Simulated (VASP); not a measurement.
# In4Sb3As: single point with PBE

In4Sb3As:

```xyz
8
Lattice="6.5262 0.0000 0.0000 0.0000 6.5262 0.0000 0.0000 0.0000 6.5262" Properties=species:S:1:pos:R:3 pbc="T T T"
In    1.5771    4.9490    1.5771
In    1.5771    1.5771    4.9490
In    4.9490    4.9490    4.9490
In    4.9490    1.5771    1.5771
Sb    0.0000    3.2631    3.2631
Sb    3.2631    3.2631    0.0000
Sb    3.2631    0.0000    3.2631
As    0.0000    0.0000    0.0000
```

| Quantity | Value |
| --- | --- |
| Program | VASP 6.6.1 |
| Task | single point |
| Functional | PBE |
| Potentials or basis | VASP PAW PBE potentials, release 64 (In_d, Sb, As) |
| Cutoff | 520 eV |
| k mesh | 6 × 6 × 6 |
| Occupations | gaussian, width 0.1 eV |
| Spin | no spin polarisation |
| Dipole correction | no |
| k mesh for the DOS | 9 × 9 × 9 |
| Occupations for the DOS | tetrahedron |
| Further INCAR settings | ALGO = Fast; EDIFF = 1e-07 |

```json
{"Valence electrons inside the program's atomic spheres": "In 11.39; Sb 2.47; As 2.73"}
```

Levels at points of the mesh, in eV from the Fermi level:
| k point | band 34 | band 35 | band 36 | band 37 | band 38 | band 39 |
| --- | --- | --- | --- | --- | --- | --- |
| (0.00, 0.00, 0.00) | -0.68 | 0.00 | 0.00 | 0.00 | 1.42 | 1.42 |

Run time: 17 min on 1 thread of Oxide Virtual Turin-like Processor, on a shared host, peak memory 0.53 GiB.

Caveat: spin-orbit coupling is left out, which moves the levels of the heavy elements.
